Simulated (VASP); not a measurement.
Write the native input for VASP 6.6.1 that does the following.

| Property | Result |
| --- | --- |
| Task | relaxation of cell and atoms |
| Functional | PBE |
| Potentials or basis | VASP PAW PBE potentials, release 64 (Al, H, Cl) |
| Cutoff | 600 eV |
| k mesh | 12 × 8 × 4 |
| Occupations | gaussian, width 0.1 eV |
| Spin | no spin polarisation |
| Dipole correction | no |
| Further INCAR settings | ALGO = Normal; EDIFF = 1e-07; IBRION = 2; EDIFFG = -0.01; NSW = 100; ISIF = 3 |

The structure of Al2HCl lies in POSCAR:

```
Al2HCl
1.0
    3.3991919781      0.0000000000      0.0000000000
    0.0000000000      5.3156737529      0.0000000000
    0.0000000000      0.0000000000      8.9589534391
Al H Cl
4 2 2
Direct
    0.0000000000      0.7594039198      0.8787957912
    0.5000000000      0.7405960802      0.1212042088
    0.0000000000      0.2405960802      0.8787957912
    0.5000000000      0.2594039198      0.1212042088
    0.5000000000      0.5000000000      0.9196006152
    0.0000000000      0.0000000000      0.0803993848
    0.0000000000      0.5000000000      0.6619400391
    0.5000000000      0.0000000000      0.3380599609
```

The input as run:

INCAR

```
SYSTEM = Al2HCl
PREC = Accurate ; ENCUT = 600
EDIFF = 1E-7 ; ISMEAR = 0
SIGMA = 0.1 ; LREAL = .FALSE.
LASPH = .TRUE. ; NELM = 100
ALGO = Normal ; ISIF = 3
LWAVE = .FALSE. ; LCHARG = .FALSE.
GGA = PE ; IBRION = 2
NSW = 100 ; EDIFFG = -0.01
```

KPOINTS

```
Automatic mesh
0
G
  12 8 4
  0 0 0
```

Potentials or basis: VASP PAW PBE potentials, release 64 (Al, H, Cl).

Run with:

```sh
$ cat potpaw_PBE.64/Al/POTCAR potpaw_PBE.64/H/POTCAR potpaw_PBE.64/Cl/POTCAR > POTCAR
$ mpirun -np 1 vasp_std > vasp.out
```

Results of the run:

The relaxed volume is 20.22 Å³/atom, the relaxed cell is a = 3.399 Å, b = 5.314 Å, c = 8.956 Å, α = 90.00°, β = 90.00°, γ = 90.00° and the space group after relaxing (to 0.1 Å) is Pmmn (No. 59). The energy gained by relaxing is 0.0 meV/atom and the ionic steps are 2. The pressure after relaxing is 0.0 GPa. The largest force after relaxing is 0.004 eV/Å. The band gap on the k mesh is zero (bands 14 and 15 overlap by 2.75 eV).

Caveat: this functional lacks dispersion, which binds layers or chains, so the pressure and a relaxed spacing across them are unreliable.

It took 14 min on 1 thread of Intel Xeon 8259CL, on a shared host, peak memory 0.54 GiB.
